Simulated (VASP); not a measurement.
Here is a VASP 6.6.1 calculation.

The input INCAR:

```
SYSTEM = Rh
  PREC = Accurate
  ENCUT = 500
  EDIFF = 1E-6
  ISMEAR = 1
  SIGMA = 0.1
  LREAL = .FALSE.
  LASPH = .TRUE.
  NELM = 120
  ALGO = Normal
  ISIF = 2
  LWAVE = .FALSE.
  LCHARG = .TRUE.
  GGA = PS
  LELF = .TRUE.
  LVHAR = .TRUE.
  NBANDS = 38
  GGA_COMPAT = .FALSE.
```

File KPOINTS:

```
Automatic mesh
0
G
  11 11 3
  0 0 0
```

POSCAR

```
Rh
1.0
    2.6917400000      0.0000000000      0.0000000000
   -1.3458700000      2.3311200000      0.0000000000
    0.0000000000      0.0000000000      8.7980700000
Rh
4
Direct
    0.0000000000      0.0000000000      0.0000000000
    0.3333333333      0.6666666667      0.2500000000
    0.0000000000      0.0000000000      0.5000000000
    0.6666666667      0.3333333333      0.7500000000
```

Potentials or basis: VASP PAW PBE potentials, release 64 (Rh_pv).

Command:

```console
$ cat potpaw_PBE.64/Rh_pv/POTCAR > POTCAR
$ mpirun -np 1 vasp_std > vasp.out
```

(1) Predict the band gap on the k mesh.

(2) Predict the pressure.

Results:

(1) zero (bands 30 and 31 overlap by 1.64 eV).

(2) -5.6 GPa.

Caveat: the cell stands under tension; the PAW data sets were made with another functional, which shifts forces and pressure a little.
